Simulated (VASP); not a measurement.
## CuO: single point with PBEsol

Crystal: CuO.

```
Cu O
1.0
     2.87950    0.00000    0.00000
     0.03907    2.87928    0.00000
     0.01750    0.01724    5.17634
Cu O
2 2
Direct
  0.50000 0.00000 0.50000
  0.00000 0.50000 0.00000
  0.00158 0.99833 0.25011
  0.99842 0.00167 0.74989
```

```yaml
Program: VASP 6.6.1
Task: single point
Functional: PBEsol
Potentials_or_basis: VASP PAW PBE potentials, release 64 (Cu_sv_GW, O)
Cutoff: 820 eV
k_mesh: 6 × 6 × 4
Occupations: gaussian, width 0.1 eV
Spin: no spin polarisation
```

```
Pressure               : -2.6 GPa
Largest force          : 0.014 eV/Å
Band gap on the k mesh : zero (bands 25 and 26 overlap by 1.14 eV)
```

Forces in eV/Å, atoms in the order of the input:
```
Cu   0.000  0.000  0.000
Cu   0.000  0.000  0.000
O   -0.006  0.008 -0.009
O    0.006 -0.008  0.009
```

Stress tensor (GPa, compression positive):
```
-1.35 -0.08 -0.02
-0.08 -1.39 -0.01
-0.02 -0.01 -4.94
```

Levels at points of the mesh, in eV from the Fermi level:
```csv
k point,band 21,band 22,band 23,band 24,band 25,band 26,band 27,band 28,band 29,band 30
"(0.00, 0.00, 0.00)",-2.47,-2.43,-2.35,-2.05,0.65,0.68,1.39,6.00,7.24,13.44
"(0.50, 0.00, 0.00)",-2.29,-1.97,-1.61,-1.54,0.20,0.43,3.33,5.94,6.45,10.98
"(0.00, 0.50, 0.00)",-2.28,-1.97,-1.61,-1.54,0.20,0.44,3.33,5.94,6.45,10.98
"(0.50, 0.50, 0.00)",-2.38,-2.37,-1.64,-1.19,-1.18,1.17,1.96,6.99,9.72,9.98
"(0.00, 0.00, 0.50)",-2.39,-2.39,-1.57,-1.57,0.07,0.07,3.47,3.47,11.42,11.42
"(0.50, 0.00, 0.50)",-2.45,-2.42,-2.06,-1.86,-0.13,0.67,4.09,5.87,8.18,8.93
"(0.00, 0.50, 0.50)",-2.45,-2.42,-2.06,-1.86,-0.13,0.68,4.09,5.87,8.17,8.94
"(0.50, 0.50, 0.50)",-2.03,-2.03,-1.41,-1.41,-0.49,-0.49,3.84,3.84,10.68,10.69
```

Wall time 3.7 min on 1 thread of Intel(R) Xeon(R) Platinum 8259CL CPU @ 2.50GHz (Skylake/Cascade Lake) (shared host), peak memory 0.33 GiB.

Caveat: the k points lie up to 0.36 Å⁻¹ apart, too coarse for converged energies and pressures of a metal; the PAW data sets were made with another functional, which shifts forces and pressure a little; semilocal functionals often make such compounds metallic where correlation or magnetic order opens a gap, which also shifts bond lengths. With open d or f shells a metallic result of PBEsol can be an artefact of self-interaction; +U or a hybrid may open a gap.
